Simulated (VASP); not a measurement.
# TmNbTe3 (Pm-3m) in VASP: relaxation of cell and atoms with PBE

Aim: the relaxation of cell and atoms of TmNbTe3 with PBE.

Everything below comes from runs of VASP 6.6.1. Logs are shortened: lines on timing, memory, paths and dates and some standing lists are left out, and cuts for length are marked.

### Step 1. The cell of the first run

The structure is cubic, space group Pm-3m (No. 221). The conventional cell has a = 5.411 Å, b = 5.411 Å, c = 5.411 Å, α = 90.00°, β = 90.00°, γ = 90.00°. Tm (site symmetry m-3m) has 12 Te at 3.83 Å and 8 Nb at 4.69 Å within 5.0 Å. Nb (site symmetry m-3m) has 6 Te at 2.71 Å within 3.6 Å. Within 3.6 Å of Te (site symmetry 4/mmm) lie 2 Nb at 2.71 Å.

The cell was generated, and may not be a known phase.

### Step 2. Relaxation of cell and atoms, PBE, collinear spin

File INCAR:

```
SYSTEM = TmNbTe3
PREC     = Accurate       ! precision mode
ENCUT    = 500            ! plane-wave cutoff, eV
EDIFF    = 1E-7           ! SCF threshold, eV
ISMEAR   = 0              ! smearing method
SIGMA    = 0.1            ! smearing width, eV
LREAL    = .False.        ! projectors in reciprocal space
LASPH    = .True.         ! aspherical terms in the spheres
NELM     = 200            ! most SCF steps
ALGO     = Normal         ! electronic algorithm
ISIF     = 3              ! what is computed and relaxed
LWAVE    = .False.        ! write WAVECAR
LCHARG   = .False.        ! write CHGCAR
ISPIN    = 2              ! spin polarisation
MAGMOM   = 0.15 0.44 0 0 0 ! initial moments
LORBIT   = 11             ! projections on sites
LMAXMIX  = 6              ! l up to which the mixer works
GGA      = PE             ! functional
IBRION   = 2              ! ionic algorithm
NSW      = 100            ! ionic steps
EDIFFG   = -0.01          ! ionic threshold
GGA_COMPAT= .False.      
NELMIN   = 4
```

File KPOINTS:

```
regular mesh
0
Gamma
  8 8 8
  0 0 0
```

File POSCAR:

```
TmNbTe3
1.0
    5.4108829674      0.0000000000      0.0000000000
    0.0000000000      5.4108829674      0.0000000000
    0.0000000000      0.0000000000      5.4108829674
Tm Nb Te
1 1 3
Direct
    0.0000000000      0.0000000000      0.0000000000
    0.5000000000      0.5000000000      0.5000000000
    0.5000000000      0.5000000000      0.0000000000
    0.0000000000      0.5000000000      0.5000000000
    0.5000000000      0.0000000000      0.5000000000
```

Potentials or basis: VASP PAW PBE potentials, release 64 (Tm_3, Nb_sv, Te), 4f in core.

Launch:

```console
cat potpaw_PBE.64/Tm_3/POTCAR potpaw_PBE.64/Nb_sv/POTCAR potpaw_PBE.64/Te/POTCAR > POTCAR
mpirun -np 1 vasp_std > vasp.out
```

OUTCAR:

```text
SYSTEM = TmNbTe3
   PREC = Accurate
   ENCUT = 500
   EDIFF = 1E-7
   ISMEAR = 0
   LREAL = .False.
   LASPH = .True.
   NELM = 200
   ISIF = 3
   ISPIN = 2
   LORBIT = 11
   GGA = PE
   IBRION = 2
   NSW = 100
   EDIFFG = -0.01
   NELMIN = 4

 ion  position               nearest neighbor table
   1  0.000  0.000  0.000-
   2  0.500  0.500  0.500-   3 2.71   4 2.71   5 2.71   3 2.71   5 2.71   4 2.71
   3  0.500  0.500  0.000-   2 2.71   2 2.71
   4  0.000  0.500  0.500-   2 2.71   2 2.71
   5  0.500  0.000  0.500-   2 2.71   2 2.71

  LATTYP: Found a simple cubic cell.
 ALAT       =     5.4108829674

  Lattice vectors:

 A1 = (   5.4108829674,   0.0000000000,   0.0000000000)
 A2 = (   0.0000000000,   5.4108829674,   0.0000000000)
 A3 = (   0.0000000000,   0.0000000000,   5.4108829674)

Analysis of symmetry for initial positions (statically):
=====================================================================
 Subroutine PRICEL returns:
 Original cell was already a primitive cell.

 Routine SETGRP: Setting up the symmetry group for a
 simple cubic supercell.

 Subroutine GETGRP returns: Found 48 space group operations
 (whereof 48 operations were pure point group operations)
 out of a pool of 48 trial point group operations.

The static configuration has the point symmetry O_h .

Analysis of symmetry for dynamics (positions and initial velocities):
=====================================================================
 Subroutine PRICEL returns:
 Original cell was already a primitive cell.

 Routine SETGRP: Setting up the symmetry group for a
 simple cubic supercell.

 Subroutine GETGRP returns: Found 48 space group operations
 (whereof 48 operations were pure point group operations)
 out of a pool of 48 trial point group operations.

The dynamic configuration has the point symmetry O_h .

Analysis of structural, dynamic, and magnetic symmetry:
=====================================================================
 Subroutine PRICEL returns:
 Original cell was already a primitive cell.

 Routine SETGRP: Setting up the symmetry group for a
 simple cubic supercell.

 Subroutine GETGRP returns: Found 48 space group operations
 (whereof 48 operations were pure point group operations)
 out of a pool of 48 trial point group operations.

The overall configuration has the point symmetry O_h .

 Subroutine INISYM returns: Found 48 space group operations
 (whereof 48 operations are pure point group operations),
[... 120 lines left out ...]
   IMIX   =      4    mixing-type and parameters
     AMIX     =   0.40;   BMIX     =  1.00
     AMIX_MAG =   1.60;   BMIX_MAG =  1.00
  volume/ion in A,a.u.               =      31.68       213.81
  Fermi-wavevector in a.u.,A,eV,Ry     =   1.034729  1.955355 14.567274  1.070664
  Thomas-Fermi vector in A             =   2.169038
   LORBIT       =     11    0 simple, 1 ext, 2 COOP (PROOUT), +10 PAW based schemes
   GGA     = PE    functional components
   LHFCALC =     F    Hartree Fock is set to
   AEXX    =    0.0000 exact exchange contribution
   IVDW    =     0    specifies the selected vdW correction
   LEPSILON=     F    determine dielectric tensor
   LRPA    =     F    only Hartree local field effects (RPA)
 conjugate gradient relaxation of ions
 spin polarized calculation
 Gauss-broadening in eV      SIGMA  =   0.10
  energy-cutoff  :      500.00
  volume of cell :      158.42
 maximum number of plane-waves:      4068
 NGX is ok and might be reduce to    40
   NGX = 19   NGY = 19   NGZ = 19

--------------------------------------- Ionic step        1  -------------------------------------------

 number of electron      40.0000007 magnetization       0.0042059

 number of electron      40.0000007 magnetization      -0.0000106

 Free energy of the ion-electron system (eV)
  ---------------------------------------------------
  ext. energy  EPLUGINS =         0.00000000
  ---------------------------------------------------
  free energy    TOTEN  =       -24.29097844 eV

  energy without entropy =      -24.26658853  energy(sigma->0) =      -24.27878349

------------------------ aborting loop because EDIFF is reached ----------------------------------------

  FORCE on cell =-STRESS in cart. coord.  units (eV):
  Direction    XX          YY          ZZ          XY          YZ          ZX
  --------------------------------------------------------------------------------------
  -------------------------------------------------------------------------------------
  Total        0.1944005      0.1944005      0.1944005     -0.0000000      0.0000000      0.0000000
  in kB        1.9660907      1.9660907      1.9660907     -0.0000000      0.0000000      0.0000000
  external PRESSURE =       1.9660907 kB  Pullay stress =       0.0000000 kB
[... 67 lines left out ...]
--------------------------------------- Ionic step        3  -------------------------------------------

 number of electron      40.0000007 magnetization      -0.0001244

 Free energy of the ion-electron system (eV)
  ---------------------------------------------------
  ext. energy  EPLUGINS =         0.00000000
  ---------------------------------------------------
  free energy    TOTEN  =       -24.29129506 eV

  energy without entropy =      -24.26694747  energy(sigma->0) =      -24.27912126

 E-fermi :   6.0079     XC(G=0):  -9.4252

 val. band max:        6.0074939550   @ k =   0.5000   0.3750   0.1250
 cond. band min:       6.0115402693   @ k =   0.2500   0.2500   0.1250
 fundamental gap:      0.0040463143
 Fermi energy:         6.0078976637

 spin component 1

 k-point     1 :       0.0000    0.0000    0.0000
  band No.  band energies     occupation
      1     -49.7200      1.00000
      2     -25.8474      1.00000
      3     -25.8474      1.00000
      4     -25.8474      1.00000
      5     -21.9500      1.00000
      6     -21.9500      1.00000
[... 637 lines left out ...]
     23       6.6898      0.00000
     24       7.2074      0.00000

 [... further k-points ...]

 spin component 2

 k-point     1 :       0.0000    0.0000    0.0000
  band No.  band energies     occupation
      1     -49.7201      1.00000
      2     -25.8474      1.00000
      3     -25.8474      1.00000
      4     -25.8474      1.00000
      5     -21.9500      1.00000
      6     -21.9500      1.00000
[... 671 lines left out ...]
  FREE ENERGIE OF THE ION-ELECTRON SYSTEM (eV)
  ---------------------------------------------------
  free  energy   TOTEN  =       -24.2912950599 eV

  energy  without entropy=      -24.2669474700  energy(sigma->0) =      -24.27912126

 reached required accuracy - stopping structural energy minimisation

 total charge

# of ion       s       p       d       tot
------------------------------------------
    1        0.441   6.179   0.567   7.187
    2        2.151   6.004   2.505  10.659
    3        1.373   2.025   0.040   3.437
    4        1.373   2.025   0.040   3.437
    5        1.373   2.025   0.040   3.437
--------------------------------------------------
tot          6.711  18.256   3.191  28.158

 magnetization (x)

# of ion       s       p       d       tot
------------------------------------------
    1       -0.000  -0.000  -0.000  -0.000
    2       -0.000  -0.000  -0.000  -0.000
    3       -0.000   0.000  -0.000   0.000
    4       -0.000   0.000  -0.000   0.000
    5       -0.000   0.000  -0.000   0.000
--------------------------------------------------
tot         -0.000   0.000  -0.000  -0.000
```

OSZICAR:

```text
N       E                     dE             d eps       ncg     rms          rms(c)
DAV:   1     0.349744057315E+03    0.34974E+03   -0.16924E+04  3472   0.141E+03
DAV:   2     0.216856492739E+02   -0.32806E+03   -0.32399E+03  3888   0.461E+02
DAV:   3    -0.221790757254E+02   -0.43865E+02   -0.43014E+02  5928   0.121E+02
[... 38 lines left out ...]
DAV:   5    -0.242912820727E+02   -0.13022E-04   -0.78023E-05  5536   0.339E-02    0.248E-02
DAV:   6    -0.242912919535E+02   -0.98808E-05   -0.14722E-05  6456   0.188E-02    0.897E-03
DAV:   7    -0.242912946904E+02   -0.27368E-05   -0.33707E-06  6152   0.104E-02    0.203E-03
DAV:   8    -0.242912949808E+02   -0.29046E-06   -0.59906E-07  4744   0.420E-03    0.163E-03
DAV:   9    -0.242912950599E+02   -0.79088E-07   -0.69840E-08  3200   0.182E-03
   3 F= -.24291295E+02 E0= -.24279121E+02  d E =-.316616E-03  mag=    -0.0001
```

CONTCAR:

```text
TmNbTe3
   1.00000000000000
     5.4168017155236612    0.0000000000000000    0.0000000000000000
    -0.0000000000000000    5.4168017155236612    0.0000000000000000
     0.0000000000000000    0.0000000000000000    5.4168017155236612
  Tm              Nb              Te
     1     1     3
Direct
     0.0000000000000000    0.0000000000000000    0.0000000000000000
     0.5000000000000000    0.5000000000000000    0.5000000000000000
     0.5000000000000000    0.5000000000000000    0.0000000000000000
     0.0000000000000000    0.5000000000000000    0.5000000000000000
     0.5000000000000000    0.0000000000000000    0.5000000000000000

  0.00000000E+00  0.00000000E+00  0.00000000E+00
  0.00000000E+00  0.00000000E+00  0.00000000E+00
  0.00000000E+00  0.00000000E+00  0.00000000E+00
  0.00000000E+00  0.00000000E+00  0.00000000E+00
  0.00000000E+00  0.00000000E+00  0.00000000E+00
```

Run time: 14 min. Hardware: 1 thread of Intel Xeon Platinum 8259CL at 2.50GHz (Skylake/Cascade Lake), shared host; peak memory 0.44 GiB.

Results:

```yaml
Free_energy: -24.2913 eV
Relaxed_volume: 31.79 Å³/atom
Relaxed_cell: a = 5.417 Å, b = 5.417 Å, c = 5.417 Å, α = 90.00°, β = 90.00°, γ = 90.00°
Space_group_after_relaxing_to_0.1_Å: Pm-3m (No. 221)
Energy_gained_by_relaxing: 0.1 meV/atom
Ionic_steps: 3
Pressure_after_relaxing: 0.0 GPa
Band_gap_on_the_k_mesh: zero (filled and empty bands overlap)
Net_moment: 0.00 μB per cell
Valence_electrons_inside_the_program's_atomic_spheres: Tm 7.19; Nb 10.66; Te 3.44
```

The path:
```csv
step,energy change (eV),largest force (eV/Å),pressure (GPa),volume (Å³)
1,0.0000,0.0000,0.20,158.42
2,-0.0002,0.0000,-0.13,159.31
3,-0.0003,0.0000,0.00,158.94
```

Final structure:
```
Tm Nb Te
1.0
     5.41680    0.00000    0.00000
     0.00000    5.41680    0.00000
     0.00000    0.00000    5.41680
Tm Nb Te
1 1 3
Direct
  0.00000 0.00000 0.00000
  0.50000 0.50000 0.50000
  0.50000 0.50000 0.00000
  0.00000 0.50000 0.50000
  0.50000 0.00000 0.50000
```

Caveat: the magnetic or orbital state may not be the lowest; the highest band is partly filled, so the run has too few bands; spin-orbit coupling is left out, which moves the levels of the heavy elements; the 4f electrons are frozen in the core, so they carry no moment and show no levels.
